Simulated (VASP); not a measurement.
A run of VASP 6.6.1 is set up as follows.

Contents of POSCAR:

```
Al
1.0
    0.0000000000      1.8940106875      1.8940106875
    1.8940106875      0.0000000000      1.8940106875
    1.8940106875      1.8940106875      0.0000000000
Al
1
Direct
    0.0000000000      0.0000000000      0.0000000000
```

INCAR.step1

```
PREC = Accurate
ENCUT = 550
ISMEAR = -5
SIGMA = 0.1
LREAL = F
LASPH = T
NELM = 120
NBANDS = 8
GGA = PE
ALGO = Normal
EDIFF = 1E-5
LWAVE = T
LCHARG = F
GGA_COMPAT = F
```

File INCAR.step2:

```
PREC = Accurate
ENCUT = 550
EDIFF = 1E-6
ISMEAR = -5
SIGMA = 0.1
LREAL = F
LASPH = T
NELM = 120
ALGO = Normal
ISIF = 2
LWAVE = F
LCHARG = T
METAGGA = R2SCAN
LMIXTAU = T
LELF = T
LVHAR = T
NBANDS = 8
ISTART = 1
GGA_COMPAT = F
```

The input KPOINTS:

```
regular mesh
0
Gamma
  16 16 16
```

Potentials or basis: VASP PAW PBE potentials, release 64 (Al).

The run is started by

```sh
$ cat potpaw_PBE.64/Al/POTCAR > POTCAR
$ cp INCAR.step1 INCAR
$ mpirun -np 1 vasp_std > vasp.out
$ cp INCAR.step2 INCAR
$ mpirun -np 1 vasp_std > vasp.out
```

(1) Predict the pressure.

Results:

(1) 20.1 GPa.

Caveat: the PAW data sets were made with another functional, which shifts forces and pressure a little; tetrahedron occupations give inexact forces and stress in metals.
